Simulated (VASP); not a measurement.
Here is a VASP 6.6.1 calculation.

File INCAR:

```
PREC = Accurate
ENCUT = 520
EDIFF = 1E-6
ISMEAR = 0
SIGMA = 0.15
LREAL = F
LASPH = T
NELM = 60
ALGO = Normal
ISIF = 2
LWAVE = F
LCHARG = F
GGA = PS
NBANDS = 20
```

The input KPOINTS:

```
regular mesh
0
Gamma
  18 18 10
```

Contents of POSCAR:

```
Ta2N
1.0
    3.0154499057      0.0000000000      0.0000000000
   -1.5077249529      2.6114562222      0.0000000000
    0.0000000000      0.0000000000      4.7255041002
Ta N
2 1
Direct
    0.6666666667      0.3333333333      0.7463700642
    0.3333333333      0.6666666667      0.2536299358
    0.0000000000      0.0000000000      0.0000000000
```

Potentials or basis: VASP PAW PBE potentials, release 64 (Ta_pv, N).

The run is started by

```bash
$ cat potpaw_PBE.64/Ta_pv/POTCAR potpaw_PBE.64/N/POTCAR > POTCAR
$ mpirun -np 1 vasp_std > vasp.out
```

Task: Predict the pressure.

Result: 22.3 GPa.

Task: Estimate the band gap on the k mesh.

Result: Zero (an odd number of electrons rules out a gap without spin polarisation).

Task: Estimate the largest force.

Result: 0.545 eV/Å.

Forces on the atoms (eV/Å):
```
Ta   0.000  0.000 -0.545
Ta   0.000  0.000  0.545
N    0.000  0.000  0.000
```

Caveat: the cell stands under pressure; the PAW data sets were made with another functional, which shifts forces and pressure a little; spin-orbit coupling is left out, which moves the levels of the heavy elements.
